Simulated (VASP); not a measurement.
Here is a VASP 6.6.1 calculation.

INCAR

```
SYSTEM = Hf
PREC = Accurate ; ENCUT = 520
EDIFF = 1E-6 ; ISMEAR = -1
SIGMA = 0.08 ; LREAL = .False.
LASPH = .True. ; NELM = 100
ALGO = Normal ; ISIF = 2
LWAVE = .False. ; LCHARG = .False.
GGA = PE ; NBANDS = 11
```

Contents of KPOINTS:

```
regular mesh
0
Gamma
  15 15 15
  0 0 0
```

File POSCAR:

```
Hf
1.0
    0.0000000000      2.2431164060      2.2431164060
    2.2431164060      0.0000000000      2.2431164060
    2.2431164060      2.2431164060      0.0000000000
Hf
1
Direct
    0.0000000000      0.0000000000      0.0000000000
```

Potentials or basis: VASP PAW PBE potentials, release 64 (Hf_pv).

Command:

```sh
$ cat potpaw_PBE.64/Hf_pv/POTCAR > POTCAR
$ mpirun -np 1 vasp_std > vasp.out
```

(1) What does it give for the pressure?

(2) Predict the band gap on the k mesh.

## Answers

(1) -0.4 GPa.

(2) zero (band 5 reaches 6.08 eV, above the bottom of band 6 at 4.28 eV).

Caveat: spin-orbit coupling is left out, which moves the levels of the heavy elements.
